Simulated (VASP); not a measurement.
# RbBr in VASP: a series of runs

RbBr is run at these levels: PBE, r2SCAN; tasks: single point.

Program: VASP 6.6.1. These are calculated values, not measurements. Logs are shortened: lines on timing, memory, paths and dates and some standing lists are left out, and cuts for length are marked.

### 1 The cell of the first run

Symmetry: Cmmm, No. 65, orthorhombic system. Conventional cell: a = 5.790 Å, b = 5.885 Å, c = 4.128 Å, α = 90.00°, β = 90.00°, γ = 90.00°. Within 4.7 Å of Rb (site symmetry mmm) lie 8 Br at 3.56 to 3.59 Å and 6 Rb at 4.13 Å. Within 4.7 Å of Br (site symmetry mmm) lie 8 Rb at 3.56 to 3.59 Å and 6 Br at 4.13 Å.

### 2 Single point, PBE (shear xy strain +1.6%)

File INCAR:

```
ALGO = Normal ; EDIFF = 1E-7
ENCUT = 520 ; GGA = PE
ISIF = 2 ; ISMEAR = -1
LASPH = True ; LCHARG = False
LREAL = False ; LWAVE = False
NBANDS = 15 ; NELM = 80
PREC = Accurate ; SIGMA = 0.02
```

File KPOINTS:

```
k-points
0
Gamma
  6 6 6
```

File POSCAR:

```
RbBr
1.0
    4.1279266522      0.0336426022      0.0000000000
    0.0336426022      4.1279266522      0.0000000000
    0.0000000000      0.0000000000      4.1279266522
Rb Br
1 1
Direct
    0.0000000000      0.0000000000      0.0000000000
    0.5000000000      0.5000000000      0.5000000000
```

Potentials or basis: VASP PAW PBE potentials, release 64 (Rb_sv, Br).

On the command line:

```sh
$ cat potpaw_PBE.64/Rb_sv/POTCAR potpaw_PBE.64/Br/POTCAR > POTCAR
$ mpirun -np 1 vasp_std > vasp.out
```

OUTCAR:

```text
EDIFF = 1E-7
   ENCUT = 520
   GGA = PE
   ISIF = 2
   ISMEAR = -1
   LASPH = True
   LREAL = False
   NELM = 80
   PREC = Accurate

 ion  position               nearest neighbor table
   1  0.000  0.000  0.000-   2 3.56   2 3.56   2 3.56   2 3.56   2 3.59   2 3.59   2 3.59   2 3.59

   2  0.500  0.500  0.500-   1 3.56   1 3.56   1 3.56   1 3.56   1 3.59   1 3.59   1 3.59   1 3.59

  LATTYP: Found a base centered orthorhombic cell.
 ALAT       =     5.7901920317
 B/A-ratio  =     1.0164339366
 C/A-ratio  =     0.7129170552

  Lattice vectors:

 A1 = (  -0.0336426022,  -4.1279266522,   0.0000000000)
 A2 = (   4.1279266522,   0.0336426022,   0.0000000000)
 A3 = (   0.0000000000,   0.0000000000,   4.1279266522)

Analysis of symmetry for initial positions (statically):
=====================================================================
 Subroutine PRICEL returns:
 Original cell was already a primitive cell.

 Routine SETGRP: Setting up the symmetry group for a
 base centered orthorhombic supercell.

 Subroutine GETGRP returns: Found  8 space group operations
 (whereof  8 operations were pure point group operations)
 out of a pool of  8 trial point group operations.

The static configuration has the point symmetry D_2h.

Analysis of symmetry for dynamics (positions and initial velocities):
=====================================================================
 Subroutine PRICEL returns:
 Original cell was already a primitive cell.

 Routine SETGRP: Setting up the symmetry group for a
 base centered orthorhombic supercell.

 Subroutine GETGRP returns: Found  8 space group operations
 (whereof  8 operations were pure point group operations)
 out of a pool of  8 trial point group operations.

The dynamic configuration has the point symmetry D_2h.

 Subroutine INISYM returns: Found  8 space group operations
 (whereof  8 operations are pure point group operations),
 and found     1 'primitive' translations

----------------------------------------------------------------------------------------

                                     Primitive cell

  volume of cell :      70.3343

  direct lattice vectors                    reciprocal lattice vectors
     4.127926652  0.033642602  0.000000000     0.242268459 -0.001974488  0.000000000
     0.033642602  4.127926652  0.000000000    -0.001974488  0.242268459  0.000000000
     0.000000000  0.000000000  4.127926652     0.000000000  0.000000000  0.242252366

  length of vectors
     4.128063744  4.128063744  4.127926652     0.242276504  0.242276504  0.242252366

  position of ions in fractional coordinates (direct lattice)
     0.000000000  0.000000000  0.000000000
     0.500000000  0.500000000  0.500000000

  ion indices of the primitive-cell ions
   primitive index   ion index
                 1           1
                 2           2

----------------------------------------------------------------------------------------

 KPOINTS: k-points

Automatic generation of k-mesh.
 Grid dimensions read from file:
 generate k-points for:    6    6    6

 Generating k-lattice:

  Cartesian coordinates                     Fractional coordinates (reciprocal lattice)
     0.040378076 -0.000329081  0.000000000     0.166666667  0.000000000  0.000000000
    -0.000329081  0.040378076  0.000000000     0.000000000  0.166666667  0.000000000
     0.000000000  0.000000000  0.040375394     0.000000000  0.000000000  0.166666667

  Length of vectors
     0.040379417  0.040379417  0.040375394

  Shift w.r.t. Gamma in fractional coordinates (k-lattice)
     0.000000000  0.000000000  0.000000000

 Subroutine IBZKPT returns following result:
 ===========================================

 Found     52 irreducible k-points:

 Following reciprocal coordinates:
            Coordinates               Weight
  0.000000  0.000000  0.000000      1.000000
  0.166667  0.000000  0.000000      4.000000
  0.333333  0.000000  0.000000      4.000000
  0.500000  0.000000  0.000000      2.000000
  0.166667  0.166667  0.000000      2.000000
  0.333333  0.166667  0.000000      4.000000
[... 16 lines left out ...]
  0.333333  0.333333  0.166667      4.000000
  0.500000  0.333333  0.166667      8.000000
 [... further k-points ...]
   k-points           NKPTS =     52   k-points in BZ     NKDIM =     52   number of bands    NBANDS=     15
   number of dos      NEDOS =    301   number of ions     NIONS =      2
   total plane-waves  NPLWV =  32768
   dimension x,y,z NGX =    32 NGY =   32 NGZ =   32
   dimension x,y,z NGXF=    64 NGYF=   64 NGZF=   64
   ions per type =               1   1
   NGX,Y,Z   is equivalent  to a cutoff of  12.89, 12.89, 12.89 a.u.
   NGXF,Y,Z  is equivalent  to a cutoff of  25.77, 25.77, 25.78 a.u.
 SYSTEM =  unknown system
   PREC   = accura    normal or accurate (medium, high low for compatibility)
   ISTART =      0    job   : 0-new  1-cont  2-samecut
   ICHARG =      2    charge: 1-file 2-atom 10-const
   ISPIN  =      1    spin polarized calculation?
   LNONCOLLINEAR =      F non collinear calculations
   LSORBIT =      F    spin-orbit coupling
   LASPH  =      T    aspherical Exc in radial PAW
   ENCUT  =  520.0 eV  38.22 Ry    6.18 a.u.   7.68  7.68  7.68*2*pi/ulx,y,z
   NELM   =     80;   NELMIN=  2; NELMDL= -5     # of ELM steps
   EDIFF  = 0.1E-06   stopping-criterion for ELM
   LREAL  =      F    real-space projection
   EDIFFG = 0.1E-05   stopping-criterion for IOM
   NSW    =      0    number of steps for IOM
   IBRION =     -1    ionic relax: 0-MD 1-quasi-New 2-CG
   NFREE  =      0    steps in history (QN), initial steepest desc. (CG)
   ISIF   =      2    stress and relaxation
   ISYM   =      2    0-nonsym 1-usesym 2-fastsym
   POTIM  = 0.5000    time-step for ionic-motion
   TEBEG  =    0.0;   TEEND  =   0.0 temperature during run
   PSTRESS=    0.0 pullay stress
   NELECT =      16.0000    total number of electrons
   NUPDOWN=      -1.0000    fix difference up-down
   EMIN   =  10.00;   EMAX   =-10.00  energy-range for DOS
   EFERMI =   0.00;   METHOD = LEGACY
   ISMEAR =    -1;   SIGMA  =   0.02  broadening in eV -4-tet -1-fermi 0-gaus
   EFERMI_NEDOS =   21; number of points for ismear=-14 and -15
   IALGO  =     38    algorithm
   IMIX   =      4    mixing-type and parameters
     AMIX     =   0.40;   BMIX     =  1.00
     AMIX_MAG =   1.60;   BMIX_MAG =  1.00
  volume/ion in A,a.u.               =      35.17       237.32
  Fermi-wavevector in a.u.,A,eV,Ry     =   0.999369  1.888533 13.588656  0.998738
  Thomas-Fermi vector in A             =   2.131654
   LORBIT       =      0    0 simple, 1 ext, 2 COOP (PROOUT), +10 PAW based schemes
   GGA     = PE    functional components
   LHFCALC =     F    Hartree Fock is set to
   AEXX    =    0.0000 exact exchange contribution
   IVDW    =     0    specifies the selected vdW correction
   LEPSILON=     F    determine dielectric tensor
   LRPA    =     F    only Hartree local field effects (RPA)
 non-spin polarized calculation
  energy-cutoff  :      520.00
  volume of cell :       70.33
 maximum number of plane-waves:      1916
   NGX = 15   NGY = 15   NGZ = 15

 number of electron      16.0000002 magnetization

 Free energy of the ion-electron system (eV)
  ---------------------------------------------------
  ext. energy  EPLUGINS =         0.00000000
  ---------------------------------------------------
  free energy    TOTEN  =        -5.99583374 eV

  energy without entropy =       -5.99583374  energy(sigma->0) =       -5.99583374

 E-fermi :  -0.2452     XC(G=0):  -7.9231

 val. band max:       -0.6712128323   @ k =   0.5000   0.0000   0.5000
 cond. band min:       3.4058859754   @ k =   0.0000   0.0000   0.0000
 fundamental gap:      4.0770988076
 Fermi energy:        -0.2451729675

 k-point     1 :       0.0000    0.0000    0.0000
  band No.  band energies     occupation
      1     -25.7764      2.00000
      2     -13.2869      2.00000
      3      -9.7617      2.00000
      4      -9.7598      2.00000
      5      -9.7582      2.00000
      6      -0.8296      2.00000
      7      -0.8247      2.00000
      8      -0.8194      2.00000
      9       3.4059      0.00000
     10       4.9106      0.00000
     11       4.9123      0.00000
     12       9.2011      0.00000
     13       9.2483      0.00000
     14       9.3086      0.00000
     15      11.9789      0.00000

 k-point     2 :       0.1667    0.0000    0.0000
  band No.  band energies     occupation
      1     -25.7713      2.00000
      2     -13.2850      2.00000
      3      -9.7965      2.00000
      4      -9.7482      2.00000
      5      -9.7481      2.00000
      6      -1.3215      2.00000
      7      -0.8424      2.00000
      8      -0.8422      2.00000
      9       4.0597      0.00000
     10       5.1198      0.00000
     11       5.5065      0.00000
     12       9.1196      0.00000
     13       9.1210      0.00000
     14       9.4122      0.00000
     15      10.7147      0.00000

 k-point     3 :       0.3333    0.0000    0.0000
  band No.  band energies     occupation
      1     -25.7611      2.00000
      2     -13.2834      2.00000
      3      -9.8613      2.00000
      4      -9.7245      2.00000
      5      -9.7243      2.00000
      6      -2.0754      2.00000
      7      -0.8796      2.00000
      8      -0.8796      2.00000
      9       5.3876      0.00000
     10       5.6997      0.00000
     11       6.6888      0.00000
     12       8.9450      0.00000
     13       9.0553      0.00000
     14       9.0825      0.00000
     15       9.7868      0.00000
[... 343 lines left out ...]
 k-point    23 :       0.3333    0.3333    0.1667
  band No.  band energies     occupation
      1     -25.7423      2.00000
      2     -13.1487      2.00000
      3      -9.9703      2.00000
      4      -9.9211      2.00000
      5      -9.7770      2.00000
      6      -1.7510      2.00000
      7      -1.5924      2.00000
      8      -1.1089      2.00000
      9       5.7297      0.00000
     10       6.4739      0.00000
     11       7.3981      0.00000
     12       7.4120      0.00000
     13       8.3296      0.00000
     14       8.5491      0.00000
     15      10.9949      0.00000

 k-point    24 :       0.5000    0.3333    0.1667
  band No.  band energies     occupation
      1     -25.7375      2.00000
      2     -13.1159      2.00000
      3     -10.0150      2.00000
      4      -9.9645      2.00000
      5      -9.7695      2.00000
      6      -1.8986      2.00000
      7      -1.6042      2.00000
      8      -1.0714      2.00000
      9       5.4987      0.00000
     10       6.3888      0.00000
     11       7.2066      0.00000
     12       7.6684      0.00000
     13       8.7985      0.00000
     14       9.2089      0.00000
     15      11.0511      0.00000

 [... further k-points ...]

------------------------ aborting loop because EDIFF is reached ----------------------------------------

  FORCE on cell =-STRESS in cart. coord.  units (eV):
  Direction    XX          YY          ZZ          XY          YZ          ZX
  --------------------------------------------------------------------------------------
  -------------------------------------------------------------------------------------
  Total        0.3595768      0.3595768      0.3601692     -0.0471416      0.0000000      0.0000000
  in kB        8.1909662      8.1909662      8.2044607     -1.0738595      0.0000000      0.0000000
  external PRESSURE =       8.1954644 kB  Pullay stress =       0.0000000 kB

 VOLUME and BASIS-vectors are now :
 -----------------------------------------------------------------------------
  energy-cutoff  :      520.00
  volume of cell :       70.33
      direct lattice vectors                 reciprocal lattice vectors
     4.127926652  0.033642602  0.000000000     0.242268459 -0.001974488  0.000000000
     0.033642602  4.127926652  0.000000000    -0.001974488  0.242268459  0.000000000
     0.000000000  0.000000000  4.127926652     0.000000000  0.000000000  0.242252366

 POSITION                                       TOTAL-FORCE (eV/Angst)
 -----------------------------------------------------------------------------------
      0.00000      0.00000      0.00000        -0.000000      0.000000      0.000000
      2.08078      2.08078      2.06396         0.000000      0.000000      0.000000
 -----------------------------------------------------------------------------------
    total drift:                                0.000000      0.000000     -0.000000

  FREE ENERGIE OF THE ION-ELECTRON SYSTEM (eV)
  ---------------------------------------------------
  free  energy   TOTEN  =        -5.9958337419 eV

  energy  without entropy=       -5.9958337419  energy(sigma->0) =       -5.99583374
```

Run time: 19 s. Hardware: 1 thread of Intel Xeon Platinum 8488C (Sapphire Rapids), shared host; peak memory 0.2 GiB.

Results:

```
Free energy            : -5.9958 eV
Pressure               : 0.8 GPa
Band gap on the k mesh : 4.08 eV (least direct gap 4.23 eV)
```

Caveat: the cell differs from its parent crystal (shear xy strain +1.6%).

### 3 Single point, r2SCAN (uniaxial x strain -2.5%)

File POSCAR:

```
RbBr
1.0
    4.0251412785      0.0000000000      0.0000000000
    0.0000000000      4.1279266522      0.0000000000
    0.0000000000      0.0000000000      4.1279266522
Rb Br
1 1
Direct
    0.0000000000      0.0000000000      0.0000000000
    0.5000000000      0.5000000000      0.5000000000
```

File INCAR.step1:

```
SYSTEM = RbBr
PREC     = Accurate       ! precision mode
ENCUT    = 520            ! plane-wave cutoff, eV
ISMEAR   = 0              ! smearing method
SIGMA    = 0.01           ! smearing width, eV
LREAL    = .FALSE.        ! projectors in reciprocal space
LASPH    = .TRUE.         ! aspherical terms in the spheres
NELM     = 100            ! most SCF steps
NBANDS   = 15             ! bands
GGA      = PE             ! functional
ALGO     = Normal         ! electronic algorithm
EDIFF    = 1E-4           ! SCF threshold, eV
LWAVE    = .TRUE.         ! write WAVECAR
LCHARG   = .FALSE.        ! write CHGCAR
```

File INCAR.step2:

```
SYSTEM = RbBr
PREC     = Accurate       ! precision mode
ENCUT    = 520            ! plane-wave cutoff, eV
EDIFF    = 1E-6           ! SCF threshold, eV
ISMEAR   = 0              ! smearing method
SIGMA    = 0.01           ! smearing width, eV
LREAL    = .FALSE.        ! projectors in reciprocal space
LASPH    = .TRUE.         ! aspherical terms in the spheres
NELM     = 100            ! most SCF steps
ALGO     = Normal         ! electronic algorithm
ISIF     = 2              ! what is computed and relaxed
LWAVE    = .FALSE.        ! write WAVECAR
LCHARG   = .FALSE.        ! write CHGCAR
METAGGA  = R2SCAN         ! meta-GGA
LMIXTAU  = .TRUE.       
NBANDS   = 15             ! bands
ISTART   = 1
```

File KPOINTS:

```
regular mesh
0
G
  6 6 6
  0 0 0
```

Potentials or basis: VASP PAW PBE potentials, release 64 (Rb_sv, Br).

On the command line:

```sh
$ cat potpaw_PBE.64/Rb_sv/POTCAR potpaw_PBE.64/Br/POTCAR > POTCAR
$ cp INCAR.step1 INCAR
$ mpirun -np 1 vasp_std > vasp.out
$ cp INCAR.step2 INCAR
$ mpirun -np 1 vasp_std > vasp.out
```

It took 74 s on 1 thread of Intel Xeon Platinum 8488C (Sapphire Rapids), shared host; peak memory 0.19 GiB.

It converged, with:

- Free energy: -31.1047 eV
- Pressure: 0.5 GPa
- Band gap on the k mesh: 4.84 eV (least direct gap 4.98 eV)

Stress tensor (GPa, compression positive):
```
1.03 0.00 0.00
0.00 0.22 0.00
0.00 0.00 0.22
```

Levels at points of the mesh, in eV from the valence-band top:
| k point | band 6 | band 7 | band 8 | band 9 | band 10 | band 11 |
| --- | --- | --- | --- | --- | --- | --- |
| (0.00, 0.00, 0.00) | -0.28 | -0.28 | -0.14 | 4.84 | 5.95 | 6.07 |
| (0.50, 0.00, 0.00) | -1.86 | -0.35 | -0.35 | 7.42 | 7.87 | 8.52 |
| (0.00, 0.50, 0.00) | -1.84 | -0.38 | -0.22 | 7.35 | 7.83 | 8.37 |
| (0.50, 0.50, 0.00) | -1.21 | -1.14 | -0.12 | 5.87 | 6.78 | 8.48 |
| (0.00, 0.50, 0.50) | -1.17 | -1.17 | 0.00 | 5.82 | 7.00 | 8.78 |
| (0.50, 0.50, 0.50) | -1.51 | -1.47 | -1.47 | 8.84 | 8.84 | 8.97 |

Caveat: the cell differs from its parent crystal (uniaxial x strain -2.5%); the PAW data sets were made with another functional, which shifts forces and pressure a little.
